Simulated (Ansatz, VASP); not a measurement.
# PtSe2 in VASP and in Ansatz

```xyz
3
Lattice="3.7240 0.0000 0.0000 -1.8620 3.2251 0.0000 0.0000 0.0000 5.0620" Properties=species:S:1:pos:R:3 pbc="T T T"
Pt    0.0000    0.0000    0.0000
Se    1.8620    1.0750    3.7965
Se    0.0000    2.1501    1.2655
```

Alike in both runs: task single point; functional PBE; k mesh 7 × 7 × 5; occupations fermi-dirac, width 0.05 eV; no spin polarisation.

```csv
,VASP,Ansatz
version,VASP 6.6.1,Ansatz 0.2.0
potentials or method,"VASP PAW PBE potentials, release 64 (Pt, Se)",Ansatz PAW
plane-wave cutoff (eV),520,420
valence electrons in the cell,22,50
```

VASP gave:

* gap on the k mesh at the Fermi level (eV): none
* pressure (GPa): 7.3
* traceless stress, the component that is largest in VASP (GPa): -1.28
* rms of the force components (eV/Å): 0.289

Question: Which values does Ansatz return?

Answer: gap on the k mesh at the Fermi level (eV): none; pressure (GPa): 7.3; traceless stress, the component that is largest in VASP (GPa): -1.27; rms of the force components (eV/Å): 0.286.

Atom by atom the forces differ by 0.003 eV/Å (rms over components). A gap of «none» marks a metal or a gap that the smearing closes. VASP's potentials hold 22 valence electrons a cell and Ansatz's 50, so a difference there can come from the potentials and not from the codes.

Spin-orbit coupling is off throughout.
